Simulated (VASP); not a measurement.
# Li2S (Fm-3m) in VASP: single point with PBE

Aim: the single point of Li2S with PBE.

Program: VASP 6.6.1. These are calculated values, not measurements. Logs are shortened: lines on timing, memory, paths and dates and some standing lists are left out, and cuts for length are marked.

## (1) The cell of the first run

Symmetry: Fm-3m, No. 225, cubic system. The conventional cell has a = 5.673 Å, b = 5.673 Å, c = 5.673 Å, α = 90.00°, β = 90.00°, γ = 90.00°. Within 3.2 Å of S (site symmetry m-3m) lie 8 Li at 2.46 Å. Li (site symmetry -43m) has 4 S at 2.46 Å and 6 Li at 2.84 Å within 3.2 Å.

## (2) Single point, PBE

INCAR reads:

```
PREC = Accurate
ENCUT = 750
EDIFF = 1E-6
ISMEAR = -1
SIGMA = 0.1
LREAL = F
LASPH = T
NELM = 120
ALGO = Normal
ISIF = 2
LWAVE = F
LCHARG = F
GGA = PE
NBANDS = 13
GGA_COMPAT = F
```

KPOINTS reads:

```
regular mesh
0
Gamma
  8 8 8
```

POSCAR reads:

```
Li2S
1.0
    0.0000000000      2.8362604100      2.8362604100
    2.8362604100      0.0000000000      2.8362604100
    2.8362604100      2.8362604100      0.0000000000
S Li
1 2
Direct
    0.0000000000      0.0000000000      0.0000000000
    0.2500000000      0.2500000000      0.2500000000
    0.7500000000      0.7500000000      0.7500000000
```

Potentials or basis: VASP PAW PBE potentials, release 64 (S, Li_sv).

Launch:

```bash
> cat potpaw_PBE.64/S/POTCAR potpaw_PBE.64/Li_sv/POTCAR > POTCAR
> mpirun -np 1 vasp_std > vasp.out
```

OUTCAR:

```text
PREC = Accurate
   ENCUT = 750
   EDIFF = 1E-6
   ISMEAR = -1
   LREAL = F
   LASPH = T
   NELM = 120
   ISIF = 2
   GGA = PE

 ion  position               nearest neighbor table
   1  0.000  0.000  0.000-   3 2.46   3 2.46   3 2.46   2 2.46   3 2.46   2 2.46   2 2.46   2 2.46

   2  0.250  0.250  0.250-   1 2.46   1 2.46   1 2.46   1 2.46
   3  0.750  0.750  0.750-   1 2.46   1 2.46   1 2.46   1 2.46

  LATTYP: Found a face centered cubic cell.
 ALAT       =     5.6725208200

  Lattice vectors:

 A1 = (   0.0000000000,   2.8362604100,   2.8362604100)
 A2 = (   2.8362604100,   0.0000000000,   2.8362604100)
 A3 = (   2.8362604100,   2.8362604100,   0.0000000000)

Analysis of symmetry for initial positions (statically):
=====================================================================
 Subroutine PRICEL returns:
 Original cell was already a primitive cell.

 Routine SETGRP: Setting up the symmetry group for a
 face centered cubic supercell.

 Subroutine GETGRP returns: Found 48 space group operations
 (whereof 48 operations were pure point group operations)
 out of a pool of 48 trial point group operations.

The static configuration has the point symmetry O_h .

Analysis of symmetry for dynamics (positions and initial velocities):
=====================================================================
 Subroutine PRICEL returns:
 Original cell was already a primitive cell.

 Routine SETGRP: Setting up the symmetry group for a
 face centered cubic supercell.

 Subroutine GETGRP returns: Found 48 space group operations
 (whereof 48 operations were pure point group operations)
 out of a pool of 48 trial point group operations.

The dynamic configuration has the point symmetry O_h .

 Subroutine INISYM returns: Found 48 space group operations
 (whereof 48 operations are pure point group operations),
 and found     1 'primitive' translations

----------------------------------------------------------------------------------------

                                     Primitive cell

  volume of cell :      45.6319

  direct lattice vectors                    reciprocal lattice vectors
     0.000000000  2.836260410  2.836260410    -0.176288467  0.176288467  0.176288467
     2.836260410  0.000000000  2.836260410     0.176288467 -0.176288467  0.176288467
     2.836260410  2.836260410  0.000000000     0.176288467  0.176288467 -0.176288467

  length of vectors
     4.011077938  4.011077938  4.011077938     0.305340582  0.305340582  0.305340582

  position of ions in fractional coordinates (direct lattice)
[... 87 lines left out ...]
   ISIF   =      2    stress and relaxation
   ISYM   =      2    0-nonsym 1-usesym 2-fastsym
   POTIM  = 0.5000    time-step for ionic-motion
   TEBEG  =    0.0;   TEEND  =   0.0 temperature during run
   PSTRESS=    0.0 pullay stress
   NELECT =      12.0000    total number of electrons
   NUPDOWN=      -1.0000    fix difference up-down
   EMIN   =  10.00;   EMAX   =-10.00  energy-range for DOS
   EFERMI =   0.00;   METHOD = LEGACY
   ISMEAR =    -1;   SIGMA  =   0.10  broadening in eV -4-tet -1-fermi 0-gaus
   EFERMI_NEDOS =   21; number of points for ismear=-14 and -15
   IALGO  =     38    algorithm
   IMIX   =      4    mixing-type and parameters
     AMIX     =   0.40;   BMIX     =  1.00
     AMIX_MAG =   1.60;   BMIX_MAG =  1.00
  volume/ion in A,a.u.               =      15.21       102.65
  Fermi-wavevector in a.u.,A,eV,Ry     =   1.048848  1.982035 14.967521  1.100082
  Thomas-Fermi vector in A             =   2.183786
   LORBIT       =      0    0 simple, 1 ext, 2 COOP (PROOUT), +10 PAW based schemes
   GGA     = PE    functional components
   LHFCALC =     F    Hartree Fock is set to
   AEXX    =    0.0000 exact exchange contribution
   IVDW    =     0    specifies the selected vdW correction
   LEPSILON=     F    determine dielectric tensor
   LRPA    =     F    only Hartree local field effects (RPA)
 non-spin polarized calculation
  energy-cutoff  :      750.00
  volume of cell :       45.63
 maximum number of plane-waves:      2148
   NGX = 17   NGY = 17   NGZ = 17

 number of electron      11.9999997 magnetization

 Free energy of the ion-electron system (eV)
  ---------------------------------------------------
  ext. energy  EPLUGINS =         0.00000000
  ---------------------------------------------------
  free energy    TOTEN  =       -11.99336729 eV

  energy without entropy =      -11.99336728  energy(sigma->0) =      -11.99336729

 E-fermi :   3.3227     XC(G=0):  -8.5586

 val. band max:        1.5455151519   @ k =   0.0000   0.0000   0.0000
 cond. band min:       4.9267376678   @ k =   0.5000   0.5000   0.0000
 fundamental gap:      3.3812225159
 Fermi energy:         3.3227303065

 k-point     1 :       0.0000    0.0000    0.0000
  band No.  band energies     occupation
      1     -42.6003      2.00000
      2     -42.5554      2.00000
      3      -9.5152      2.00000
      4       1.5455      2.00000
      5       1.5455      2.00000
      6       1.5455      2.00000
      7       5.8838      0.00000
      8       7.7821      0.00000
      9       7.7821      0.00000
     10       7.7821      0.00000
     11      12.7605      0.00000
     12      12.7605      0.00000
     13      14.0421      0.00000
[... 354 lines left out ...]
  band No.  band energies     occupation
      1     -42.5769      2.00000
      2     -42.5768      2.00000
      3      -9.0022      2.00000
      4      -1.0710      2.00000
      5       0.2828      2.00000
      6       0.6248      2.00000
      7       7.4245      0.00000
      8       8.2361      0.00000
      9       9.9497      0.00000
     10      10.6010      0.00000
     11      11.9487      0.00000
     12      13.2913      0.00000
     13      15.0097      0.00000

 [... further k-points ...]
[... 5 lines left out ...]
  --------------------------------------------------------------------------------------
  -------------------------------------------------------------------------------------
  Total        0.1719050      0.1719050      0.1719050      0.0000000      0.0000000      0.0000000
  in kB        6.0357442      6.0357442      6.0357442      0.0000000      0.0000000      0.0000000
  external PRESSURE =       6.0357442 kB  Pullay stress =       0.0000000 kB

 VOLUME and BASIS-vectors are now :
 -----------------------------------------------------------------------------
  energy-cutoff  :      750.00
  volume of cell :       45.63
      direct lattice vectors                 reciprocal lattice vectors
     0.000000000  2.836260410  2.836260410    -0.176288467  0.176288467  0.176288467
     2.836260410  0.000000000  2.836260410     0.176288467 -0.176288467  0.176288467
     2.836260410  2.836260410  0.000000000     0.176288467  0.176288467 -0.176288467

 POSITION                                       TOTAL-FORCE (eV/Angst)
 -----------------------------------------------------------------------------------
      0.00000      0.00000      0.00000        -0.000000     -0.000000      0.000000
      1.41813      1.41813      1.41813        -0.000000     -0.000000     -0.000000
      4.25439      4.25439      4.25439         0.000000      0.000000      0.000000
 -----------------------------------------------------------------------------------
    total drift:                                0.000000      0.000000      0.000000

  FREE ENERGIE OF THE ION-ELECTRON SYSTEM (eV)
  ---------------------------------------------------
  free  energy   TOTEN  =       -11.9933672887 eV

  energy  without entropy=      -11.9933672836  energy(sigma->0) =      -11.99336729
```

stdout:

```text
POSCAR found type information on POSCAR S Li
 POSCAR found :  2 types and       3 ions
 scaLAPACK will be used
 LDA part: xc-table for (Slater+PW92), standard interpolation
 POSCAR, INCAR and KPOINTS ok, starting setup
 FFT: planning ... GRIDC
 FFT: planning ... GRID_SOFT
 FFT: planning ... GRID
 WAVECAR not read
 entering main loop
```

It took 26 s on 1 thread of AMD EPYC 9R45 (Zen 5), shared host; peak memory 0.17 GiB.

What came out:

- Free energy: -11.9934 eV
- Pressure: 0.6 GPa
- Band gap on the k mesh: 3.38 eV, indirect (least direct gap 4.34 eV)

Levels at points of the mesh, in eV from the valence-band top:
```
           k point  band 4  band 5  band 6  band 7  band 8  band 9
(0.00, 0.00, 0.00)    0.00    0.00    0.00    4.34    6.24    6.24
(0.50, 0.00, 0.00)   -2.92   -0.52   -0.52    6.17    6.58    6.58
(0.50, 0.50, 0.00)   -2.19   -1.45   -1.45    3.38    7.12   11.19
```
